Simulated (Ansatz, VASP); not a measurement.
ZrB2 in VASP and in Ansatz

```
CELL_PARAMETERS angstrom
3.15477 0.00000 0.00000
-1.57738 2.73211 0.00000
0.00000 0.00000 3.50781
ATOMIC_POSITIONS crystal
Zr 0.00000 0.00000 0.00000
B 0.33333 0.66667 0.50000
B 0.66667 0.33333 0.50000
```

Alike in both runs: functional PBEsol; k mesh 11 × 11 × 9; occupations fermi-dirac, width 0.1 eV; no spin polarisation.

Ansatz relaxed the structure, and its values are those at the end. VASP's run is a single point on that final structure, the one shown.

```csv
,VASP,Ansatz
version,VASP 6.6.1,Ansatz 0.2.0
potentials or method,"VASP PAW PBE potentials, release 64 (Zr_sv, B), cutoff 520 eV",PAW plane waves
valence electrons in the cell,18,18
```

Ansatz gave:

- gap on the k mesh at the Fermi level (eV): none
- pressure (GPa): 0.0

Question: Estimate VASP's values.

Answer: gap on the k mesh at the Fermi level (eV): none; pressure (GPa): 0.3.

VASP's potentials were made for PBE, not for PBEsol, and Ansatz warns of the same on its side. A gap of «none» marks a metal or a gap that the smearing closes.
